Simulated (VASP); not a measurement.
Write the native input for VASP 6.6.1 that does the following.

```
Task                   : single point
Functional             : PBEsol
Potentials or basis    : VASP PAW PBE potentials, release 64 (Pd)
Cutoff                 : 520 eV
k mesh                 : 19 × 19 × 19
Occupations            : methfessel-paxton, width 0.05 eV
Spin                   : no spin polarisation
Dipole correction      : no
Further INCAR settings : ALGO = Normal; EDIFF = 1e-07; NBANDS = 11
```

The structure of Pd lies in POSCAR:

```
Pd
1.0
    0.0000000000      1.9376359004      1.9376359004
    1.9376359004      0.0000000000      1.9376359004
    1.9376359004      1.9376359004      0.0000000000
Pd
1
Direct
    0.0000000000      0.0000000000      0.0000000000
```

One way to write it, as run:

INCAR

```
ALGO     = Normal         # electronic algorithm
EDIFF    = 1E-7           # SCF threshold, eV
ENCUT    = 520            # plane-wave cutoff, eV
GGA      = PS             # functional
ISIF     = 2              # what is computed and relaxed
ISMEAR   = 1              # smearing method
LASPH    = T              # aspherical terms in the spheres
LCHARG   = T              # write CHGCAR
LELF     = T              # ELF
LREAL    = F              # projectors in reciprocal space
LVHAR    = T            
LWAVE    = F              # write WAVECAR
NBANDS   = 11             # bands
NELM     = 60             # most SCF steps
PREC     = Accurate       # precision mode
SIGMA    = 0.05           # smearing width, eV
```

KPOINTS

```
k-points
0
Gamma
  19 19 19
```

Potentials or basis: VASP PAW PBE potentials, release 64 (Pd).

The run is started by

```sh
$ cat potpaw_PBE.64/Pd/POTCAR > POTCAR
$ mpirun -np 1 vasp_std > vasp.out
```

Results of the run:

```yaml
Pressure: -0.3 GPa
Band_gap_on_the_k_mesh: zero (band 5 reaches 10.14 eV, above the bottom of band 6 at 8.54 eV)
```

Caveat: the PAW data sets were made with another functional, which shifts forces and pressure a little.

Run time: 27 s on 1 thread of AMD EPYC 7R43 64-Core Processor (Zen 3) (shared host), peak memory 0.12 GiB.
